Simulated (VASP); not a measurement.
**Al2P3: single point with PBE**

The system is Al2P3.

```
CELL_PARAMETERS angstrom
4.27594 0.00000 0.00000
-2.13797 3.70308 0.00000
0.00000 0.00000 3.86859
ATOMIC_POSITIONS crystal
Al 0.00000 0.00000 0.50000
Al 0.00000 0.00000 0.00000
P 0.50000 0.00000 0.00000
P 0.00000 0.50000 0.00000
P 0.50000 0.50000 0.00000
```

```json
{"Program": "VASP 6.6.1", "Task": "single point", "Functional": "PBE", "Potentials or basis": "VASP PAW PBE potentials, release 64 (Al, P)", "Cutoff": "520 eV", "k mesh": "6 × 6 × 4", "Occupations": "gaussian, width 0.1 eV", "Spin": "no spin polarisation"}
```

```
Pressure : 97.5 GPa
```

Stress tensor (GPa, compression positive):
```
98.36  0.00  0.00
 0.00 98.36  0.00
 0.00  0.00 95.75
```

Levels at points of the mesh, in eV from the Fermi level:
```tsv
k point	band 9	band 10	band 11	band 12	band 13	band 14
(0.00, 0.00, 0.00)	-1.94	1.19	1.19	2.00	2.20	2.20
(0.50, 0.00, 0.00)	-2.55	-0.82	-0.25	0.05	0.25	0.28
(0.00, 0.00, 0.50)	-0.98	-0.98	-0.87	-0.87	-0.63	1.94
(0.50, 0.00, 0.50)	-2.47	-2.00	0.17	0.58	2.37	4.34
```

Run time: 31 s on 1 thread of Intel(R) Xeon(R) Platinum 8375C CPU @ 2.90GHz (Ice Lake), with other jobs on the host, peak memory 0.17 GiB.

Caveat: the k points lie up to 0.41 Å⁻¹ apart.
